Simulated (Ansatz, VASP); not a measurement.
# SiB6 in VASP and in Ansatz

```xyz
7
Lattice="4.1339 0.0000 0.0000 0.0000 4.1339 0.0000 0.0000 0.0000 4.1339" Properties=species:S:1:pos:R:3 pbc="T T T"
Si    2.0670    2.0670    2.0670
B     2.8950    0.0000    0.0000
B     1.2390    0.0000    0.0000
B     0.0000    2.8950    0.0000
B     0.0000    1.2390    0.0000
B     0.0000    0.0000    2.8950
B     0.0000    0.0000    1.2390
```

Alike in both runs: functional PBE; k mesh 4 × 4 × 4; occupations gaussian, width 0.2 eV; no spin polarisation.

Ansatz relaxed the structure, and its values are those at the end. VASP's run is a single point on that final structure, the one shown.

|  | VASP | Ansatz |
| --- | --- | --- |
| version | VASP 6.6.1 | Ansatz 0.2.0 |
| potentials or method | VASP PAW PBE potentials, release 64 (Si, B), cutoff 500 eV | scalar-relativistic, plane waves, PAW |
| valence electrons in the cell | 22 | 22 |

```csv
,VASP,Ansatz,Ansatz less VASP
gap on the k mesh at the Fermi level (eV),0.07,0.07,-0.001
least direct gap on the mesh (eV),0.69,0.68,-0.001
pressure (GPa),0.0,0.0,-0.05
rms of the force components (eV/Å),0.015,0.005,-0.0092
```
